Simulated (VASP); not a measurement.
Cl, 2 atoms in the cell. It takes space group Fd-3m (No. 227, cubic). Conventional cell: a = 6.444 Å, b = 6.444 Å, c = 6.444 Å, α = 90.00°, β = 90.00°, γ = 90.00°. Within 3.7 Å of Cl (site symmetry -43m) lie 4 Cl at 2.79 Å. 

```yaml
Program: VASP 6.6.1
Task: single point
Functional: PBE
Potentials_or_basis: VASP PAW PBE potentials, release 64 (Cl)
Cutoff: 500 eV
k_mesh: 5 × 5 × 5
Occupations: fermi-dirac, width 0.02 eV
Spin: no spin polarisation
Dipole_correction: no
Further_INCAR_settings: ALGO = Normal; EDIFF = 1e-06; NBANDS = 14
```

Potentials or basis: VASP PAW PBE potentials, release 64 (Cl).

Run with:

```sh
$ cat potpaw_PBE.64/Cl/POTCAR > POTCAR
$ mpirun -np 1 vasp_std > vasp.out
```

Hardware: 1 thread of Intel Xeon 8259CL, with other jobs on the host.

Q: How long does it take, and how much memory?

A: Wall time 9.4 s on 1 thread of Intel Xeon 8259CL (shared host), peak memory 0.16 GiB. Counts: scf iterations 10, k points 10.
